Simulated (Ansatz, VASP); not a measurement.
## One calculation of Cu, two programs

Contents of INCAR:

```
PREC = Accurate
ENCUT = 520
EDIFF = 1E-6
ISMEAR = -1
SIGMA = 0.1
LREAL = F
LASPH = T
NELM = 60
ALGO = Normal
ISIF = 2
LWAVE = F
LCHARG = F
GGA = PE
NBANDS = 12
```

File KPOINTS:

```
regular mesh
0
Gamma
  24 24 24
```

The input POSCAR:

```
Cu
1.0
    0.0000000000      1.7648354868      1.7648354868
    1.7648354868      0.0000000000      1.7648354868
    1.7648354868      1.7648354868      0.0000000000
Cu
1
Direct
    0.0000000000      0.0000000000      0.0000000000
```

Input for Ansatz:

```yaml
crystal:
  lattice:
    - [0.0, 1.7648354868, 1.7648354868]
    - [1.7648354868, 0.0, 1.7648354868]
    - [1.7648354868, 1.7648354868, 0.0]
  atoms:
    - { symbol: Cu, position: [0.0, 0.0, 0.0] }
hamiltonian:
  xc: pbe
  pseudopotentials:
    kind: paw
    azcp:
      Cu: "pseudopotentials/Cu.paw.azcp"
basis:
  ecutwfc: 420
  fft_grid_basis: typed
kpoints:
  mp_grid: { grid: [24, 24, 24], shift: [0, 0, 0] }
magnetization:
  spin_polarized: false
scf:
  occupations: { method: fermi_dirac, width: 0.1 }
output:
  stress: true
```

Alike in both runs: task single point; functional PBE; k mesh 24 × 24 × 24; occupations fermi-dirac, width 0.1 eV; no spin polarisation.

```csv
,VASP,Ansatz
version,VASP 6.6.1,Ansatz 0.2.0
potentials or method,"VASP PAW PBE potentials, release 64 (Cu), cutoff 520 eV","plane waves (420 eV) with PAW, scalar-relativistic"
valence electrons in the cell,11,19
```

```csv
,VASP,Ansatz,Ansatz less VASP
pressure (GPa),15.2,14.6,-0.55
```

VASP's potentials hold 11 valence electrons a cell and Ansatz's 19, so a difference there can come from the potentials and not from the codes.
